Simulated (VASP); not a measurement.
Set up this calculation in VASP 6.6.1, as the native input.

```
Task                   : single point
Functional             : PBE
Potentials or basis    : VASP PAW PBE potentials, release 64 (Ge_d)
Cutoff                 : 520 eV
k mesh                 : 12 × 12 × 4
Occupations            : fermi-dirac, width 0.02 eV
Spin                   : no spin polarisation
Dipole correction      : no
Further INCAR settings : ALGO = Normal; EDIFF = 1e-07; NBANDS = 36
```

The structure of Ge lies in POSCAR:

```
Ge
1.0
    4.0584087520      0.0000000000      0.0000000000
   -2.0292043760      3.5146850782      0.0000000000
    0.0000000000      0.0000000000      6.6929896250
Ge
4
Direct
    0.3333333333      0.6666666667      0.0003197446
    0.6666666667      0.3333333333      0.5003197446
    0.3333333333      0.6666666667      0.3746802554
    0.6666666667      0.3333333333      0.8746802554
```

The input as run:

INCAR

```
ALGO = Normal
EDIFF = 1E-7
ENCUT = 520
GGA = PE
ISIF = 2
ISMEAR = -1
LASPH = True
LCHARG = True
LELF = True
LREAL = False
LVHAR = True
LWAVE = False
NBANDS = 36
NELM = 100
PREC = Accurate
SIGMA = 0.02
```

KPOINTS

```
k-points
0
Gamma
  12 12 4
```

Potentials or basis: VASP PAW PBE potentials, release 64 (Ge_d).

Launch:

```console
$ cat potpaw_PBE.64/Ge_d/POTCAR > POTCAR
$ mpirun -np 1 vasp_std > vasp.out
```

It gave:

* Pressure: -0.1 GPa
* Largest force: 0.003 eV/Å
* Band gap on the k mesh: 0.04 eV, indirect (least direct gap 0.23 eV)

It took 2.3 min on 1 thread of Intel Xeon 6975P-C (shared host), peak memory 0.28 GiB.
